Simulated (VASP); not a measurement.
Here is a VASP 6.6.1 calculation.

Contents of INCAR:

```
  PREC = Accurate
  ENCUT = 520
  EDIFF = 1E-6
  ISMEAR = -1
  SIGMA = 0.02
  LREAL = False
  LASPH = True
  NELM = 80
  ALGO = Normal
  ISIF = 2
  LWAVE = False
  LCHARG = True
  GGA = PE
  LELF = True
  LVHAR = True
  NBANDS = 11
```

KPOINTS

```
regular mesh
0
Gamma
  5 5 5
```

Contents of POSCAR:

```
BN
1.0
    0.0000000000      1.8130010000      1.8130010000
    1.8130010000      0.0000000000      1.8130010000
    1.8130010000      1.8130010000      0.0000000000
N B
1 1
Direct
    0.2500000000      0.2500000000      0.2500000000
    0.0000000000      0.0000000000      0.0000000000
```

Potentials or basis: VASP PAW PBE potentials, release 64 (N, B).

Command:

```sh
$ cat potpaw_PBE.64/N/POTCAR potpaw_PBE.64/B/POTCAR > POTCAR
$ mpirun -np 1 vasp_std > vasp.out
```

What does it give for the band gap on the k mesh?

4.92 eV, indirect (least direct gap 8.77 eV).

Predict the pressure.

0.0 GPa.

Caveat: the k points lie up to 0.60 Å⁻¹ apart. A k mesh can miss the band edges.
